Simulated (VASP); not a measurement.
The system is Fe.

```
Fe
1.0
    -1.41631    1.41631    1.41631
     1.41631   -1.41631    1.41631
     1.41631    1.41631   -1.41631
Fe
1
Direct
  0.00000 0.00000 0.00000
```

Base run:

* Program: VASP 6.6.1
* Functional: PBE
* Potentials or basis: VASP PAW PBE potentials, release 64 (Fe)
* Cutoff: 520 eV
* k mesh: 15 × 15 × 15
* Occupations: gaussian, width 0.01 eV
* Spin: collinear spin, ferromagnetic start
* Starting moments: [2.208] μB

Its results: pressure -0.4 GPa; net moment 2.18 μB per cell; site moments Fe +2.18 μB.

Q: The run is repeated on the same cell with these changes: occupations from gaussian, width 0.01 eV to fermi-dirac, width 0.05 eV. What comes out?

A: Pressure 0.0 GPa; net moment 2.19 μB per cell; site moments Fe +2.19 μB.
